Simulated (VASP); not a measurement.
Input of a VASP 6.6.1 run:

INCAR

```
  PREC = Accurate
  ENCUT = 600
  EDIFF = 1E-7
  ISMEAR = 0
  SIGMA = 0.1
  LREAL = F
  LASPH = T
  NELM = 60
  ALGO = Normal
  ISIF = 3
  LWAVE = F
  LCHARG = F
  GGA = PE
  IBRION = 2
  NSW = 100
  EDIFFG = -0.01
```

KPOINTS

```
regular mesh
0
Gamma
  10 10 10
```

The input POSCAR:

```
Hf4C3
1.0
   -2.8605656190      2.8605656190      2.8605656190
    2.8605656190     -2.8605656190      2.8605656190
    2.8605656190      2.8605656190     -2.8605656190
Hf C
4 3
Direct
    0.3857174054      0.3857174054      0.3857174054
    0.0000000000      0.0000000000      0.6142825946
    0.0000000000      0.6142825946      0.0000000000
    0.6142825946      0.0000000000      0.0000000000
    0.0000000000      0.5000000000      0.5000000000
    0.5000000000      0.0000000000      0.5000000000
    0.5000000000      0.5000000000      0.0000000000
```

Potentials or basis: VASP PAW PBE potentials, release 64 (Hf_pv, C).

Launch:

```sh
$ cat potpaw_PBE.64/Hf_pv/POTCAR potpaw_PBE.64/C/POTCAR > POTCAR
$ mpirun -np 1 vasp_std > vasp.out
```

Q: Predict the space group after relaxing (to 0.05 Å).

A: I-43m (No. 217).

Q: What does it give for the relaxed cell?

A: a = 4.945 Å, b = 4.945 Å, c = 4.945 Å, α = 109.47°, β = 109.47°, γ = 109.47°.

Q: Predict the relaxed volume.

A: 13.30 Å³/atom.

Q: Predict the band gap on the k mesh.

A: Zero (band 26 reaches 7.03 eV, above the bottom of band 27 at 5.72 eV).

Step by step:
```csv
step,energy change (eV),largest force (eV/Å),pressure (GPa),volume (Å³)
1,0.0000,0.0491,-1.03,93.63
2,0.0007,0.0653,1.41,92.47
3,-0.0019,0.0567,0.08,93.09
4,-0.0023,0.0277,0.04,93.08
5,-0.0024,0.0010,0.01,93.07
```

Caveat: spin-orbit coupling is left out, which moves the levels of the heavy elements.
